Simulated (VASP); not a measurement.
# ZnGe2N3 (P6/mmm) in VASP: single point with PBE

Aim: the single point of ZnGe2N3 with PBE.

Everything below comes from runs of VASP 6.6.1. Logs are shortened: lines on timing, memory, paths and dates and some standing lists are left out, and cuts for length are marked.

### Step 1. The cell of the first run

It takes space group P6/mmm (No. 191, hexagonal). Conventional cell: a = 5.999 Å, b = 5.999 Å, c = 3.686 Å, α = 90.00°, β = 90.00°, γ = 120.00°. Zn (site symmetry 6/mmm) has 12 N at 3.52 Å and 2 Zn at 3.69 Å and 12 Ge at 3.92 Å within 4.6 Å. Ge (site symmetry -6m2) has 3 N at 1.73 Å within 2.3 Å. Within 2.3 Å of N (site symmetry mmm) lie 2 Ge at 1.73 Å.

### Step 2. Single point, PBE

Contents of POSCAR:

```
ZnGe2N3
1.0
    5.9987385227      0.0000000000      0.0000000000
   -2.9993692613      5.1950599513      0.0000000000
    0.0000000000      0.0000000000      3.6857852856
Zn Ge N
1 2 3
Direct
    0.0000000000      0.0000000000      0.0000000000
    0.3333333333      0.6666666667      0.5000000000
    0.6666666667      0.3333333333      0.5000000000
    0.5000000000      0.0000000000      0.5000000000
    0.0000000000      0.5000000000      0.5000000000
    0.5000000000      0.5000000000      0.5000000000
```

Contents of INCAR.step1:

```
PREC = Accurate ; ENCUT = 520
EDIFF = 1E-6 ; ISMEAR = 0
SIGMA = 0.1 ; LREAL = F
LASPH = T ; NELM = 80
ALGO = Normal ; ISIF = 2
LWAVE = F ; LCHARG = T
GGA = PE ; NBANDS = 36
```

Contents of KPOINTS.step1:

```
Automatic mesh
0
Gamma
  6 6 10
```

Contents of INCAR.step2:

```
PREC = Accurate ; ENCUT = 520
EDIFF = 1E-6 ; ISMEAR = -5
SIGMA = 0.1 ; LREAL = F
LASPH = T ; NELM = 80
ALGO = Normal ; ISIF = 2
LWAVE = F ; LCHARG = F
GGA = PE ; LORBIT = 11
NEDOS = 1001 ; ICHARG = 11
```

Contents of KPOINTS.step2:

```
Automatic mesh
0
Gamma
  9 9 15
```

Potentials or basis: VASP PAW PBE potentials, release 64 (Zn, Ge_d, N).

Launch:

```sh
$ cat potpaw_PBE.64/Zn/POTCAR potpaw_PBE.64/Ge_d/POTCAR potpaw_PBE.64/N/POTCAR > POTCAR
$ cp INCAR.step1 INCAR
$ cp KPOINTS.step1 KPOINTS
$ mpirun -np 1 vasp_std > vasp.out
$ cp INCAR.step2 INCAR
$ cp KPOINTS.step2 KPOINTS
$ mpirun -np 1 vasp_std > vasp.out
```

OUTCAR:

```text
PREC = Accurate
   ENCUT = 520
   EDIFF = 1E-6
   ISMEAR = -5
   LREAL = F
   LASPH = T
   NELM = 80
   ISIF = 2
   GGA = PE
   LORBIT = 11
   ICHARG = 11

 ion  position               nearest neighbor table
   1  0.000  0.000  0.000-
   2  0.333  0.667  0.500-   4 1.73   5 1.73   6 1.73
   3  0.667  0.333  0.500-   4 1.73   5 1.73   6 1.73
   4  0.500  0.000  0.500-   2 1.73   3 1.73
   5  0.000  0.500  0.500-   2 1.73   3 1.73
   6  0.500  0.500  0.500-   2 1.73   3 1.73

  LATTYP: Found a hexagonal cell.
 ALAT       =     5.9987385227
 C/A-ratio  =     0.6144267285

  Lattice vectors:

 A1 = (   5.9987385227,   0.0000000000,   0.0000000000)
 A2 = (  -2.9993692613,   5.1950599513,   0.0000000000)
 A3 = (   0.0000000000,   0.0000000000,   3.6857852856)

Analysis of symmetry for initial positions (statically):
=====================================================================
 Subroutine PRICEL returns:
 Original cell was already a primitive cell.

 Routine SETGRP: Setting up the symmetry group for a
 hexagonal supercell.

 Subroutine GETGRP returns: Found 24 space group operations
 (whereof 24 operations were pure point group operations)
 out of a pool of 24 trial point group operations.

The static configuration has the point symmetry D_6h.

Analysis of symmetry for dynamics (positions and initial velocities):
=====================================================================
 Subroutine PRICEL returns:
 Original cell was already a primitive cell.

 Routine SETGRP: Setting up the symmetry group for a
 hexagonal supercell.

 Subroutine GETGRP returns: Found 24 space group operations
 (whereof 24 operations were pure point group operations)
 out of a pool of 24 trial point group operations.

The dynamic configuration has the point symmetry D_6h.

 Subroutine INISYM returns: Found 24 space group operations
 (whereof 24 operations are pure point group operations),
 and found     1 'primitive' translations

----------------------------------------------------------------------------------------

                                     Primitive cell

  volume of cell :     114.8631

  direct lattice vectors                    reciprocal lattice vectors
     5.998738523  0.000000000  0.000000000     0.166701715  0.096245280  0.000000000
    -2.999369261  5.195059951  0.000000000     0.000000000  0.192490560  0.000000000
     0.000000000  0.000000000  3.685785286     0.000000000  0.000000000  0.271312603

  length of vectors
     5.998738523  5.998738523  3.685785286     0.192490560  0.192490560  0.271312603

  position of ions in fractional coordinates (direct lattice)
     0.000000000  0.000000000  0.000000000
     0.333333333  0.666666667  0.500000000
     0.666666667  0.333333333  0.500000000
     0.500000000  0.000000000  0.500000000
     0.000000000  0.500000000  0.500000000
     0.500000000  0.500000000  0.500000000

  ion indices of the primitive-cell ions
   primitive index   ion index
                 1           1
                 2           2
                 3           3
                 4           4
                 5           5
                 6           6

----------------------------------------------------------------------------------------

 KPOINTS: Automatic mesh

Automatic generation of k-mesh.
 Grid dimensions read from file:
 generate k-points for:    9    9   15

 Generating k-lattice:

  Cartesian coordinates                     Fractional coordinates (reciprocal lattice)
     0.018522413  0.010693920  0.000000000     0.111111111  0.000000000  0.000000000
     0.000000000  0.021387840  0.000000000     0.000000000  0.111111111  0.000000000
     0.000000000  0.000000000  0.018087507     0.000000000  0.000000000  0.066666667

  Length of vectors
     0.021387840  0.021387840  0.018087507

  Shift w.r.t. Gamma in fractional coordinates (k-lattice)
     0.000000000  0.000000000  0.000000000

 TETIRR: Found   1191 inequivalent tetrahedra from     7290

 Subroutine IBZKPT returns following result:
 ===========================================

 Found     96 irreducible k-points:

 Following reciprocal coordinates:
            Coordinates               Weight
  0.000000  0.000000  0.000000      1.000000
  0.111111 -0.000000  0.000000      6.000000
  0.222222 -0.000000  0.000000      6.000000
  0.333333 -0.000000  0.000000      6.000000
  0.444444 -0.000000  0.000000      6.000000
  0.111111  0.111111  0.000000      6.000000
[... 16 lines left out ...]
  0.333333  0.222222  0.066667     24.000000
  0.333333  0.333333  0.066667      4.000000
 [... further k-points ...]
   k-points           NKPTS =     96   k-points in BZ     NKDIM =     96   number of bands    NBANDS=     33
   number of dos      NEDOS =   1001   number of ions     NIONS =      6
   total plane-waves  NPLWV =  64512
   dimension x,y,z NGX =    48 NGY =   48 NGZ =   28
   dimension x,y,z NGXF=    96 NGYF=   96 NGZF=   56
   ions per type =               1   2   3
   NGX,Y,Z   is equivalent  to a cutoff of  13.30, 13.30, 12.63 a.u.
   NGXF,Y,Z  is equivalent  to a cutoff of  26.60, 26.60, 25.26 a.u.
 SYSTEM =  unknown system
   PREC   = accura    normal or accurate (medium, high low for compatibility)
   ISTART =      0    job   : 0-new  1-cont  2-samecut
   ICHARG =     11    charge: 1-file 2-atom 10-const
   ISPIN  =      1    spin polarized calculation?
   LNONCOLLINEAR =      F non collinear calculations
   LSORBIT =      F    spin-orbit coupling
   LASPH  =      T    aspherical Exc in radial PAW
   ENCUT  =  520.0 eV  38.22 Ry    6.18 a.u.  11.15 11.15  6.85*2*pi/ulx,y,z
   NELM   =     80;   NELMIN=  2; NELMDL=  0     # of ELM steps
   EDIFF  = 0.1E-05   stopping-criterion for ELM
   LREAL  =      F    real-space projection
   EDIFFG = 0.1E-04   stopping-criterion for IOM
   NSW    =      0    number of steps for IOM
[... 5 lines left out ...]
   TEBEG  =    0.0;   TEEND  =   0.0 temperature during run
   PSTRESS=    0.0 pullay stress
   NELECT =      55.0000    total number of electrons
   NUPDOWN=      -1.0000    fix difference up-down
   EMIN   =  10.00;   EMAX   =-10.00  energy-range for DOS
   EFERMI =   0.00;   METHOD = LEGACY
   ISMEAR =    -5;   SIGMA  =   0.10  broadening in eV -4-tet -1-fermi 0-gaus
   EFERMI_NEDOS =   21; number of points for ismear=-14 and -15
   IALGO  =     38    algorithm
   IMIX   =      4    mixing-type and parameters
     AMIX     =   0.40;   BMIX     =  1.00
     AMIX_MAG =   1.60;   BMIX_MAG =  1.00
  volume/ion in A,a.u.               =      19.14       129.19
  Fermi-wavevector in a.u.,A,eV,Ry     =   1.280763  2.420292 22.318381  1.640355
  Thomas-Fermi vector in A             =   2.413172
   LORBIT       =     11    0 simple, 1 ext, 2 COOP (PROOUT), +10 PAW based schemes
   GGA     = PE    functional components
   LHFCALC =     F    Hartree Fock is set to
   AEXX    =    0.0000 exact exchange contribution
   IVDW    =     0    specifies the selected vdW correction
   LEPSILON=     F    determine dielectric tensor
   LRPA    =     F    only Hartree local field effects (RPA)
 non-spin polarized calculation
 Fermi weights with tetrahedron method with Bloechl corrections
  energy-cutoff  :      520.00
  volume of cell :      114.86
 maximum number of plane-waves:      3133
 NGX is ok and might be reduce to    48

 number of electron      55.0000002 magnetization

 Free energy of the ion-electron system (eV)
  ---------------------------------------------------
  ext. energy  EPLUGINS =         0.00000000
  ---------------------------------------------------
  free energy    TOTEN  =       -28.83632263 eV

  energy without entropy =      -28.83632263  energy(sigma->0) =      -28.83632263

 E-fermi :   1.0395     XC(G=0):  -8.9346

 val. band max:        1.0507834885   @ k =   0.1111   0.1111   0.4000
 cond. band min:       1.0444439691   @ k =   0.2222  -0.0000   0.4000
 fundamental gap:     -0.0063395194
 Fermi energy:         1.0394865562

 k-point     1 :       0.0000    0.0000    0.0000
  band No.  band energies     occupation
      1     -23.6456      2.00000
      2     -23.5977      2.00000
      3     -23.4179      2.00000
      4     -23.4179      2.00000
      5     -23.4041      2.00000
      6     -23.4040      2.00000
[... 25 lines left out ...]
     32       6.5371      0.00000
     33       6.8886      0.00000

 k-point     2 :       0.1111   -0.0000    0.0000
  band No.  band energies     occupation
      1     -23.6446      2.00000
      2     -23.5993      2.00000
      3     -23.4180      2.00000
      4     -23.4175      2.00000
      5     -23.4054      2.00000
      6     -23.4029      2.00000
[... 25 lines left out ...]
     32       6.4110      0.00000
     33       6.6712      0.00000
[... 754 lines left out ...]
     32       6.1046      0.00000
     33       6.7657      0.00000

 k-point    24 :       0.3333    0.3333    0.0667
  band No.  band energies     occupation
      1     -23.6240      2.00000
      2     -23.6240      2.00000
      3     -23.4189      2.00000
      4     -23.4185      2.00000
      5     -23.4103      2.00000
      6     -23.4103      2.00000
[... 25 lines left out ...]
     32       6.0387      0.00000
     33       7.1029      0.00000

 [... further k-points ...]

------------------------ aborting loop because EDIFF is reached ----------------------------------------

  FORCE on cell =-STRESS in cart. coord.  units (eV):
  Direction    XX          YY          ZZ          XY          YZ          ZX
  --------------------------------------------------------------------------------------
  -------------------------------------------------------------------------------------
  Total       -0.9566873     -0.9566873      0.0728943     -0.0000000     -0.0000000      0.0000000
  in kB      -13.3444305    -13.3444305      1.0167714     -0.0000000     -0.0000000      0.0000000
  external PRESSURE =      -8.5573632 kB  Pullay stress =       0.0000000 kB

 VOLUME and BASIS-vectors are now :
 -----------------------------------------------------------------------------
  energy-cutoff  :      520.00
  volume of cell :      114.86
      direct lattice vectors                 reciprocal lattice vectors
     5.998738523  0.000000000  0.000000000     0.166701715  0.096245280  0.000000000
    -2.999369261  5.195059951  0.000000000     0.000000000  0.192490560  0.000000000
     0.000000000  0.000000000  3.685785286     0.000000000  0.000000000  0.271312603

 POSITION                                       TOTAL-FORCE (eV/Angst)
 -----------------------------------------------------------------------------------
      0.00000      0.00000      0.00000        -0.000000      0.000000      0.000000
     -0.00000      3.46337      1.84289         0.000000      0.000000      0.000000
      2.99937      1.73169      1.84289        -0.000000      0.000000      0.000000
      2.99937      0.00000      1.84289        -0.000000      0.000000      0.000000
     -1.49968      2.59753      1.84289        -0.000000      0.000000      0.000000
      1.49968      2.59753      1.84289        -0.000000      0.000000      0.000000
 -----------------------------------------------------------------------------------
    total drift:                               -0.000000      0.000000      0.000000

  FREE ENERGIE OF THE ION-ELECTRON SYSTEM (eV)
  ---------------------------------------------------
  free  energy   TOTEN  =       -28.8363226336 eV

  energy  without entropy=      -28.8363226336  energy(sigma->0) =      -28.83632263

 total charge

# of ion       s       p       d       tot
------------------------------------------
    1        0.668   0.041   9.760  10.469
    2        1.010   1.382  10.390  12.782
    3        1.010   1.382  10.390  12.782
    4        1.225   2.533   0.000   3.758
    5        1.225   2.533   0.000   3.758
    6        1.225   2.533   0.000   3.758
--------------------------------------------------
tot          6.362  10.405  30.540  47.306
```

It took 8.7 min on 1 thread of Intel Xeon Platinum 8175M at 2.50GHz (Skylake/Cascade Lake), shared host; peak memory 0.47 GiB.

Results:

| Property | Result |
| --- | --- |
| Valence electrons inside the program's atomic spheres | Zn 10.47; Ge 12.78; N 3.76 |

Levels at points of the mesh, in eV from the Fermi level:
```tsv
k point	band 24	band 25	band 26	band 27	band 28	band 29	band 30	band 31
(0.00, 0.00, 0.00)	-1.26	-1.26	-0.41	-0.41	0.16	0.69	3.63	5.50
```
